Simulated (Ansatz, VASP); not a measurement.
## Two plane-wave programs on MgO

File INCAR:

```
ALGO = Normal
EDIFF = 1E-7
ENCUT = 520
GGA = PS
ISIF = 2
ISMEAR = 0
LASPH = True
LCHARG = False
LREAL = False
LWAVE = False
NBANDS = 11
NELM = 80
PREC = Accurate
SIGMA = 0.05
```

Contents of KPOINTS:

```
k-points
0
Gamma
  10 10 10
```

POSCAR

```
MgO
1.0
    0.0000000000      2.1351500000      2.1351500000
    2.1351500000      0.0000000000      2.1351500000
    2.1351500000      2.1351500000      0.0000000000
Mg O
1 1
Direct
    0.0000000000      0.0000000000      0.0000000000
    0.3594946491      0.3594946491      0.4418007781
```

Input for Ansatz:

```yaml
crystal:
  lattice:
    - [0.0, 2.13515, 2.13515]
    - [2.13515, 0.0, 2.13515]
    - [2.13515, 2.13515, 0.0]
  atoms:
    - { symbol: Mg, position: [0.0, 0.0, 0.0] }
    - { symbol: O, position: [0.3594946491, 0.3594946491, 0.4418007781] }
basis:
  ecutwfc: 420
kpoints:
  mp_grid: { grid: [10, 10, 10] }
hamiltonian:
  xc: pbesol
scf:
  occupations: { method: gaussian, width: 0.05 }
output:
  forces: true
  stress: true
  eigenvalues: true
```

Alike in both runs: task single point; functional PBEsol; k mesh 10 × 10 × 10; occupations gaussian, width 0.05 eV; no spin polarisation.

|  | VASP | Ansatz |
| --- | --- | --- |
| version | VASP 6.6.1 | Ansatz 0.2.0 |
| potentials or method | VASP PAW PBE potentials, release 64 (Mg, O), cutoff 520 eV | scalar-relativistic, plane waves, PAW |
| valence electrons in the cell | 8 | 16 |

```tsv
	VASP	Ansatz	Ansatz less VASP
gap on the k mesh at the Fermi level (eV)	3.61	3.60	-0.010
least direct gap on the mesh (eV)	3.61	3.60	-0.010
rms of the force components (eV/Å)	3.156	3.027	-0.1290
```

VASP's potentials were made for PBE, not for PBEsol. Atom by atom the forces differ by 0.130 eV/Å (rms over components). With one functional, cell and mesh, what is left measures potentials, basis and numerics. VASP's potentials hold 8 valence electrons a cell and Ansatz's 16, so a difference there can come from the potentials and not from the codes.
